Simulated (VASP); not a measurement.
## Sr: relaxation of cell and atoms with revPBE

Sr:

```
Sr
1.0
     6.82751    0.00000    0.00000
    -3.41376    5.91280    0.00000
     0.00000    0.00000    4.18527
Sr
3
Direct
  0.00000 0.00000 0.00000
  0.33333 0.66667 0.50000
  0.66667 0.33333 0.50000
```

This isn't the form of Sr at room conditions, which is fcc.

```
Program                : VASP 6.6.1
Task                   : relaxation of cell and atoms
Functional             : revPBE
Potentials or basis    : VASP PAW PBE potentials, release 64 (Sr_sv)
Cutoff                 : 600 eV
k mesh                 : 6 × 6 × 8
Occupations            : fermi-dirac, width 0.1 eV
Spin                   : no spin polarisation
Dipole correction      : no
Further INCAR settings : ALGO = Normal; EDIFF = 1e-07; IBRION = 2; EDIFFG = -0.01; NSW = 80; ISIF = 3
```

* Relaxed volume: 58.34 Å³/atom
* Relaxed cell: a = 6.962 Å, b = 6.962 Å, c = 4.169 Å, α = 90.00°, β = 90.00°, γ = 120.00°
* Space group after relaxing (to 0.1 Å): P6/mmm (No. 191)
* Energy gained by relaxing: 4.1 meV/atom
* Ionic steps: 6
* Pressure after relaxing: 0.0 GPa
* Band gap on the k mesh: zero (bands 15 and 16 overlap by 0.22 eV)

Step by step:
| step | energy change (eV) | largest force (eV/Å) | pressure (GPa) | volume (Å³) |
| --- | --- | --- | --- | --- |
| 1 | 0.0000 | 0.0000 | 0.41 | 168.96 |
| 2 | -0.0096 | 0.0000 | 0.16 | 172.51 |
| 3 | -0.0122 | 0.0000 | -0.05 | 175.98 |
| 4 | -0.0122 | 0.0000 | -0.03 | 175.60 |
| 5 | -0.0124 | 0.0000 | -0.02 | 175.32 |
| 6 | -0.0124 | 0.0000 | 0.00 | 175.01 |

Final structure:
```
Sr
1.0
     6.96210    0.00000    0.00000
    -3.48105    6.02936    0.00000
     0.00000    0.00000    4.16918
Sr
3
Cartesian
  0.0000 0.0000 0.0000
  0.0000 4.0196 2.0846
  3.4811 2.0098 2.0846
```

Levels at points of the mesh, in eV from the Fermi level:
| k point | band 13 | band 14 | band 15 | band 16 | band 17 | band 18 |
| --- | --- | --- | --- | --- | --- | --- |
| (0.00, 0.00, 0.00) | -3.52 | -0.02 | 0.17 | 0.17 | 0.20 | 0.20 |
| (0.50, 0.00, 0.00) | -2.30 | -2.29 | -0.95 | 0.10 | 1.08 | 1.28 |
| (0.00, 0.00, 0.50) | -1.37 | -0.96 | 0.13 | 0.13 | 0.28 | 0.28 |
| (0.50, 0.00, 0.50) | -0.76 | -0.71 | -0.05 | 0.00 | 0.12 | 0.54 |

Run time: 5.6 min on 1 thread of AMD EPYC 9R45 96-Core Processor (Zen 5) (shared host), peak memory 0.37 GiB.

Caveat: the PAW data sets were made with another functional, which shifts forces and pressure a little.
